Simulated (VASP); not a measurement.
# SnSbS2 (R-3m) in VASP: notebook

SnSbS2 is run at these levels: PBE; tasks: single point.

All numbers are computed with VASP 6.6.1; they aren't measurements. Logs are shortened: lines on timing, memory, paths and dates and some standing lists are left out, and cuts for length are marked.

## Step 1: The cell of the first run

Symmetry: R-3m, No. 166, trigonal system. Conventional cell: a = 3.801 Å, b = 3.801 Å, c = 22.970 Å, α = 90.00°, β = 90.00°, γ = 120.00°. Sn (site symmetry -3m) has 6 S at 2.99 Å and 6 Sn at 3.80 Å within 3.9 Å. Sb (site symmetry -3m) has 6 S at 2.84 Å within 3.7 Å. Within 3.7 Å of S (site symmetry 3m) lie 3 Sb at 2.84 Å and 3 Sn at 2.99 Å.

## Step 2: Single point, PBE

INCAR reads:

```
SYSTEM = SnSbS2
PREC = Accurate ; ENCUT = 520
EDIFF = 1E-7 ; ISMEAR = 0
SIGMA = 0.1 ; LREAL = .False.
LASPH = .True. ; NELM = 60
ALGO = Normal ; ISIF = 2
LWAVE = .False. ; LCHARG = .False.
GGA = PE ; NBANDS = 24
```

KPOINTS reads:

```
regular mesh
0
Gamma
  6 6 6
  0 0 0
```

POSCAR reads:

```
SnSbS2
1.0
    1.9004447482      1.0972222887      7.6568290570
   -1.9004447482      1.0972222887      7.6568290570
    0.0000000000     -2.1944445722      7.6568290577
Sn Sb S
1 1 2
Direct
    0.0000000000      0.0000000000      0.0000000000
    0.5000000000      0.5000000000      0.5000000000
    0.7548464969      0.7548464969      0.7548464969
    0.2451535031      0.2451535031      0.2451535031
```

Potentials or basis: VASP PAW PBE potentials, release 64 (Sn_d, Sb, S).

On the command line:

```sh
> cat potpaw_PBE.64/Sn_d/POTCAR potpaw_PBE.64/Sb/POTCAR potpaw_PBE.64/S/POTCAR > POTCAR
> mpirun -np 1 vasp_std > vasp.out
```

OUTCAR:

```text
SYSTEM = SnSbS2
   PREC = Accurate
   ENCUT = 520
   EDIFF = 1E-7
   ISMEAR = 0
   LREAL = .False.
   LASPH = .True.
   NELM = 60
   ISIF = 2
   GGA = PE

 ion  position               nearest neighbor table
   1  0.000  0.000  0.000-   3 2.99   4 2.99   3 2.99   3 2.99   4 2.99   4 2.99
   2  0.500  0.500  0.500-   4 2.84   3 2.84   4 2.84   4 2.84   3 2.84   3 2.84
   3  0.755  0.755  0.755-   2 2.84   2 2.84   2 2.84   1 2.99   1 2.99   1 2.99
   4  0.245  0.245  0.245-   2 2.84   2 2.84   2 2.84   1 2.99   1 2.99   1 2.99

  LATTYP: Found a trigonal (rhomboedric) cell.
 ALAT       =     7.9650874571
 COS(alpha) =     0.8861430898

  Lattice vectors:

 A1 = (   1.9004447482,   1.0972222887,   7.6568290570)
 A2 = (  -1.9004447482,   1.0972222887,   7.6568290570)
 A3 = (   0.0000000000,  -2.1944445722,   7.6568290577)

Analysis of symmetry for initial positions (statically):
=====================================================================
 Subroutine PRICEL returns:
 Original cell was already a primitive cell.

 Routine SETGRP: Setting up the symmetry group for a
 trigonal (rhombohedral) supercell.

 Subroutine GETGRP returns: Found 12 space group operations
 (whereof 12 operations were pure point group operations)
 out of a pool of 12 trial point group operations.

The static configuration has the point symmetry D_3d.

Analysis of symmetry for dynamics (positions and initial velocities):
=====================================================================
 Subroutine PRICEL returns:
 Original cell was already a primitive cell.

 Routine SETGRP: Setting up the symmetry group for a
 trigonal (rhombohedral) supercell.

 Subroutine GETGRP returns: Found 12 space group operations
 (whereof 12 operations were pure point group operations)
 out of a pool of 12 trial point group operations.

The dynamic configuration has the point symmetry D_3d.

 Subroutine INISYM returns: Found 12 space group operations
 (whereof 12 operations are pure point group operations),
 and found     1 'primitive' translations

----------------------------------------------------------------------------------------

                                     Primitive cell

  volume of cell :      95.7966

  direct lattice vectors                    reciprocal lattice vectors
     1.900444748  1.097222289  7.656829057     0.263096310  0.151898725  0.043534122
    -1.900444748  1.097222289  7.656829057    -0.263096310  0.151898725  0.043534122
     0.000000000 -2.194444572  7.656829058     0.000000000 -0.303797450  0.043534122
[... 89 lines left out ...]
   LREAL  =      F    real-space projection
   EDIFFG = 0.1E-05   stopping-criterion for IOM
   NSW    =      0    number of steps for IOM
   IBRION =     -1    ionic relax: 0-MD 1-quasi-New 2-CG
   NFREE  =      0    steps in history (QN), initial steepest desc. (CG)
   ISIF   =      2    stress and relaxation
   ISYM   =      2    0-nonsym 1-usesym 2-fastsym
   POTIM  = 0.5000    time-step for ionic-motion
   TEBEG  =    0.0;   TEEND  =   0.0 temperature during run
   PSTRESS=    0.0 pullay stress
   NELECT =      31.0000    total number of electrons
   NUPDOWN=      -1.0000    fix difference up-down
   EMIN   =  10.00;   EMAX   =-10.00  energy-range for DOS
   EFERMI =   0.00;   METHOD = LEGACY
   ISMEAR =     0;   SIGMA  =   0.10  broadening in eV -4-tet -1-fermi 0-gaus
   EFERMI_NEDOS =   21; number of points for ismear=-14 and -15
   IALGO  =     38    algorithm
   IMIX   =      4    mixing-type and parameters
     AMIX     =   0.40;   BMIX     =  1.00
     AMIX_MAG =   1.60;   BMIX_MAG =  1.00
  volume/ion in A,a.u.               =      23.95       161.62
  Fermi-wavevector in a.u.,A,eV,Ry     =   1.123946  2.123950 17.187617  1.263254
  Thomas-Fermi vector in A             =   2.260615
   LORBIT       =      0    0 simple, 1 ext, 2 COOP (PROOUT), +10 PAW based schemes
   GGA     = PE    functional components
   LHFCALC =     F    Hartree Fock is set to
   AEXX    =    0.0000 exact exchange contribution
   IVDW    =     0    specifies the selected vdW correction
   LEPSILON=     F    determine dielectric tensor
   LRPA    =     F    only Hartree local field effects (RPA)
 non-spin polarized calculation
 Gauss-broadening in eV      SIGMA  =   0.10
  energy-cutoff  :      520.00
  volume of cell :       95.80
 maximum number of plane-waves:      2597
   NGX = 29   NGY = 29   NGZ = 29

 number of electron      31.0000002 magnetization

 Free energy of the ion-electron system (eV)
  ---------------------------------------------------
  ext. energy  EPLUGINS =         0.00000000
  ---------------------------------------------------
  free energy    TOTEN  =       -16.82845528 eV

  energy without entropy =      -16.81849138  energy(sigma->0) =      -16.82347333

 E-fermi :   7.1871     XC(G=0):  -9.9289

 val. band max:        7.1743335355   @ k =   0.3333   0.1667  -0.0000
 cond. band min:       7.2147386614   @ k =   0.5000   0.5000   0.1667
 fundamental gap:      0.0404051259
 Fermi energy:         7.1871244669

 k-point     1 :       0.0000    0.0000    0.0000
  band No.  band energies     occupation
      1     -14.7588      2.00000
      2     -14.7348      2.00000
      3     -14.7348      2.00000
      4     -14.7255      2.00000
      5     -14.7255      2.00000
      6      -7.6319      2.00000
[... 637 lines left out ...]
     23      14.4538      0.00000
     24      14.7502      0.00000

 [... further k-points ...]

------------------------ aborting loop because EDIFF is reached ----------------------------------------

  FORCE on cell =-STRESS in cart. coord.  units (eV):
  Direction    XX          YY          ZZ          XY          YZ          ZX
  --------------------------------------------------------------------------------------
  -------------------------------------------------------------------------------------
  Total       -0.1457486     -0.1457486     -0.2397638     -0.0000000     -0.0000000      0.0000000
  in kB       -2.4376144     -2.4376144     -4.0099971     -0.0000000     -0.0000000      0.0000000
  external PRESSURE =      -2.9617420 kB  Pullay stress =       0.0000000 kB

 VOLUME and BASIS-vectors are now :
 -----------------------------------------------------------------------------
  energy-cutoff  :      520.00
  volume of cell :       95.80
      direct lattice vectors                 reciprocal lattice vectors
     1.900444748  1.097222289  7.656829057     0.263096310  0.151898725  0.043534122
    -1.900444748  1.097222289  7.656829057    -0.263096310  0.151898725  0.043534122
     0.000000000 -2.194444572  7.656829058     0.000000000 -0.303797450  0.043534122

 POSITION                                       TOTAL-FORCE (eV/Angst)
 -----------------------------------------------------------------------------------
      0.00000      0.00000      0.00000        -0.000000     -0.000000      0.000000
      0.00000      0.00000     11.48524         0.000000     -0.000000     -0.000000
      0.00000      0.00000     17.33919        -0.000000     -0.000000     -0.015776
      0.00000      0.00000      5.63130        -0.000000      0.000000      0.015776
 -----------------------------------------------------------------------------------
    total drift:                               -0.000000     -0.000000     -0.000000

  FREE ENERGIE OF THE ION-ELECTRON SYSTEM (eV)
  ---------------------------------------------------
  free  energy   TOTEN  =       -16.8284552757 eV

  energy  without entropy=      -16.8184913816  energy(sigma->0) =      -16.82347333
```

OSZICAR:

```text
N       E                     dE             d eps       ncg     rms          rms(c)
DAV:   1     0.251621633505E+03    0.25162E+03   -0.13150E+04  1584   0.135E+03
DAV:   2     0.140384286724E+02   -0.23758E+03   -0.22206E+03  1664   0.395E+02
DAV:   3    -0.161820872978E+02   -0.30221E+02   -0.28957E+02  2008   0.114E+02
DAV:   4    -0.174435802156E+02   -0.12615E+01   -0.12572E+01  1792   0.257E+01
DAV:   5    -0.174816264648E+02   -0.38046E-01   -0.38042E-01  2320   0.465E+00    0.979E+00
DAV:   6    -0.168153131290E+02    0.66631E+00   -0.11820E+00  1864   0.584E+00    0.666E+00
DAV:   7    -0.168297317228E+02   -0.14419E-01   -0.27490E-01  1936   0.230E+00    0.220E+00
DAV:   8    -0.168279877599E+02    0.17440E-02   -0.13782E-02  1824   0.785E-01    0.546E-01
DAV:   9    -0.168283382510E+02   -0.35049E-03   -0.18228E-03  1976   0.286E-01    0.144E-01
DAV:  10    -0.168284179326E+02   -0.79682E-04   -0.17540E-04  1872   0.727E-02    0.516E-02
DAV:  11    -0.168284552779E+02   -0.37345E-04   -0.50698E-05  1840   0.497E-02    0.154E-02
DAV:  12    -0.168284547935E+02    0.48444E-06   -0.39112E-06  1920   0.126E-02    0.939E-03
DAV:  13    -0.168284552837E+02   -0.49022E-06   -0.12030E-06  1896   0.548E-03    0.212E-03
DAV:  14    -0.168284552757E+02    0.80195E-08   -0.63429E-08  1256   0.153E-03
   1 F= -.16828455E+02 E0= -.16823473E+02  d E =-.996389E-02
```

Run time: 3.1 min. Hardware: 1 thread of Intel Xeon Platinum 8488C (Sapphire Rapids), shared host; peak memory 0.5 GiB.

What came out:

```
Free energy   : -16.8285 eV
Pressure      : -0.3 GPa
Largest force : 0.016 eV/Å
```

Forces on the atoms (eV/Å):
```
Sn   0.000  0.000  0.000
Sb   0.000  0.000  0.000
S    0.000  0.000 -0.016
S    0.000  0.000  0.016
```

Caveat: spin-orbit coupling is left out, which moves the levels of the heavy elements.

## Step 3: Single point, PBE

This run uses another cell than the first one, of 26.08 Å³/atom, 1.089 times its volume.

INCAR reads:

```
SYSTEM = SnSbS2
  PREC = Accurate
  ENCUT = 520
  EDIFF = 1E-7
  ISMEAR = 0
  SIGMA = 0.1
  LREAL = .False.
  LASPH = .True.
  NELM = 60
  ALGO = Normal
  ISIF = 2
  LWAVE = .False.
  LCHARG = .False.
  GGA = PE
  NBANDS = 24
```

KPOINTS reads:

```
Automatic mesh
0
Gamma
  6 6 6
  0 0 0
```

POSCAR reads:

```
SnSbS2
1.0
    2.0082156300      1.1594438400      7.4669745100
   -2.0082156300      1.1594438400      7.4669745100
    0.0000000000     -2.3188876700      7.4669745100
Sn Sb S
1 1 2
Direct
    0.0000000000      0.0000000000      0.0000000000
    0.5000000000      0.5000000000      0.5000000000
    0.7675268700      0.7675268700      0.7675268700
    0.2324731300      0.2324731300      0.2324731300
```

Potentials or basis: VASP PAW PBE potentials, release 64 (Sn_d, Sb, S).

On the command line:

```sh
> cat potpaw_PBE.64/Sn_d/POTCAR potpaw_PBE.64/Sb/POTCAR potpaw_PBE.64/S/POTCAR > POTCAR
> mpirun -np 1 vasp_std > vasp.out
```

OUTCAR:

```text
SYSTEM = SnSbS2
   PREC = Accurate
   ENCUT = 520
   EDIFF = 1E-7
   ISMEAR = 0
   LREAL = .False.
   LASPH = .True.
   NELM = 60
   ISIF = 2
   GGA = PE

 ion  position               nearest neighbor table
   1  0.000  0.000  0.000-   3 3.24   3 3.24   4 3.24   4 3.24   3 3.24   4 3.24
   2  0.500  0.500  0.500-   4 2.75   4 2.75   3 2.75   3 2.75   4 2.75   3 2.75
   3  0.768  0.768  0.768-   2 2.75   2 2.75   2 2.75   1 3.24   1 3.24   1 3.24
   4  0.232  0.232  0.232-   2 2.75   2 2.75   2 2.75   1 3.24   1 3.24   1 3.24

  LATTYP: Found a trigonal (rhomboedric) cell.
 ALAT       =     7.8187561906
 COS(alpha) =     0.8680603460

  Lattice vectors:

 A1 = (   2.0082156300,   1.1594438400,   7.4669745100)
 A2 = (  -2.0082156300,   1.1594438400,   7.4669745100)
 A3 = (   0.0000000000,  -2.3188876700,   7.4669745100)

Analysis of symmetry for initial positions (statically):
=====================================================================
 Subroutine PRICEL returns:
 Original cell was already a primitive cell.

 Routine SETGRP: Setting up the symmetry group for a
 trigonal (rhombohedral) supercell.

[... 172 lines left out ...]

 val. band max:        6.3687836405   @ k =   0.3333   0.0000   0.0000
 cond. band min:       6.4058045816   @ k =   0.5000   0.5000   0.5000
 fundamental gap:      0.0370209411
 Fermi energy:         6.3744480428

 k-point     1 :       0.0000    0.0000    0.0000
  band No.  band energies     occupation
      1     -15.8600      2.00000
      2     -15.8317      2.00000
      3     -15.8317      2.00000
      4     -15.8123      2.00000
      5     -15.8123      2.00000
      6      -8.5524      2.00000
[... 637 lines left out ...]
     23      12.6623      0.00000
     24      14.1993      0.00000

 [... further k-points ...]

------------------------ aborting loop because EDIFF is reached ----------------------------------------

  FORCE on cell =-STRESS in cart. coord.  units (eV):
  Direction    XX          YY          ZZ          XY          YZ          ZX
  --------------------------------------------------------------------------------------
  -------------------------------------------------------------------------------------
  Total       -1.1319816     -1.1319816      0.4014696      0.0000000      0.0000000      0.0000000
  in kB      -17.3857716    -17.3857716      6.1660533      0.0000000      0.0000000      0.0000000
  external PRESSURE =      -9.5351633 kB  Pullay stress =       0.0000000 kB

 VOLUME and BASIS-vectors are now :
 -----------------------------------------------------------------------------
  energy-cutoff  :      520.00
  volume of cell :      104.32
      direct lattice vectors                 reciprocal lattice vectors
     2.008215630  1.159443840  7.466974510     0.248977248  0.143747081  0.044641017
    -2.008215630  1.159443840  7.466974510    -0.248977248  0.143747081  0.044641017
     0.000000000 -2.318887670  7.466974510     0.000000000 -0.287494161  0.044641017

 POSITION                                       TOTAL-FORCE (eV/Angst)
 -----------------------------------------------------------------------------------
      0.00000      0.00000      0.00000        -0.000000     -0.000000     -0.000000
      0.00000      0.00000     11.20046         0.000000     -0.000000     -0.000000
      0.00000      0.00000     17.19331        -0.000000     -0.000000     -0.795529
      0.00000      0.00000      5.20761        -0.000000      0.000000      0.795529
 -----------------------------------------------------------------------------------
    total drift:                                0.000000     -0.000000      0.000000

  FREE ENERGIE OF THE ION-ELECTRON SYSTEM (eV)
  ---------------------------------------------------
  free  energy   TOTEN  =       -16.5330041036 eV

  energy  without entropy=      -16.5223997629  energy(sigma->0) =      -16.52770193
```

OSZICAR:

```text
N       E                     dE             d eps       ncg     rms          rms(c)
DAV:   1     0.248689807247E+03    0.24869E+03   -0.12908E+04  1536   0.131E+03
DAV:   2     0.152761212248E+02   -0.23341E+03   -0.21952E+03  1608   0.370E+02
DAV:   3    -0.157993234418E+02   -0.31075E+02   -0.29374E+02  2016   0.114E+02
DAV:   4    -0.172030238704E+02   -0.14037E+01   -0.13992E+01  1704   0.263E+01
DAV:   5    -0.172441531087E+02   -0.41129E-01   -0.41126E-01  2320   0.476E+00    0.980E+00
DAV:   6    -0.165208880964E+02    0.72327E+00   -0.12681E+00  1896   0.586E+00    0.663E+00
DAV:   7    -0.165356962787E+02   -0.14808E-01   -0.32747E-01  1928   0.235E+00    0.215E+00
DAV:   8    -0.165327506012E+02    0.29457E-02   -0.22502E-02  1800   0.973E-01    0.545E-01
DAV:   9    -0.165329255616E+02   -0.17496E-03   -0.32684E-03  1960   0.358E-01    0.144E-01
DAV:  10    -0.165329552567E+02   -0.29695E-04   -0.28456E-04  1792   0.927E-02    0.633E-02
DAV:  11    -0.165329972883E+02   -0.42032E-04   -0.71853E-05  1888   0.520E-02    0.157E-02
DAV:  12    -0.165330035533E+02   -0.62650E-05   -0.86168E-06  1856   0.176E-02    0.120E-02
DAV:  13    -0.165330039400E+02   -0.38671E-06   -0.68703E-07  2008   0.421E-03    0.316E-03
DAV:  14    -0.165330041422E+02   -0.20224E-06   -0.79687E-08  1408   0.152E-03    0.933E-04
DAV:  15    -0.165330041036E+02    0.38650E-07   -0.93474E-09  1088   0.651E-04
   1 F= -.16533004E+02 E0= -.16527702E+02  d E =-.106043E-01
```

Run time: 3.6 min. Hardware: 1 thread of Intel Xeon Platinum 8488C (Sapphire Rapids), shared host; peak memory 0.5 GiB.

What came out:

* Free energy: -16.5330 eV
* Pressure: -1.0 GPa
* Largest force: 0.796 eV/Å

Forces in eV/Å, atoms in the order of the input:
```
Sn   0.000  0.000  0.000
Sb   0.000  0.000  0.000
S    0.000  0.000 -0.796
S    0.000  0.000  0.796
```

Caveat: spin-orbit coupling is left out, which moves the levels of the heavy elements.
